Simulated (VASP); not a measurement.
Crystal: Cu3Te.

```
CELL_PARAMETERS angstrom
3.94666 0.00000 0.00000
0.00000 3.94666 0.00000
0.00000 0.00000 3.94666
ATOMIC_POSITIONS crystal
Cu 0.00000 0.50000 0.50000
Cu 0.50000 0.00000 0.50000
Cu 0.50000 0.50000 0.00000
Te 0.00000 0.00000 0.00000
```

Base run:

- Program: VASP 6.6.1
- Functional: revPBE
- Potentials or basis: VASP PAW PBE potentials, release 64 (Cu, Te)
- Cutoff: 600 eV
- k mesh: 5 × 5 × 5
- Occupations: methfessel-paxton, width 0.05 eV
- Spin: no spin polarisation

Its results: band gap on the k mesh zero (an odd number of electrons rules out a gap without spin polarisation); pressure 4.4 GPa.

Q: The run is repeated on the same cell with these changes: functional from revPBE to LDA; potentials or basis from VASP PAW PBE potentials, release 64 (Cu, Te) to VASP PAW LDA potentials, release 64 (Cu, Te). What comes out?

A: Band gap on the k mesh zero (an odd number of electrons rules out a gap without spin polarisation); pressure -7.6 GPa.

Caveats: spin-orbit coupling is left out, which moves the levels of the heavy elements; the cell stands under pressure (at least some runs); the PAW data sets were made with another functional, which shifts forces and pressure a little (at least some runs); the cell stands under tension (at least some runs).
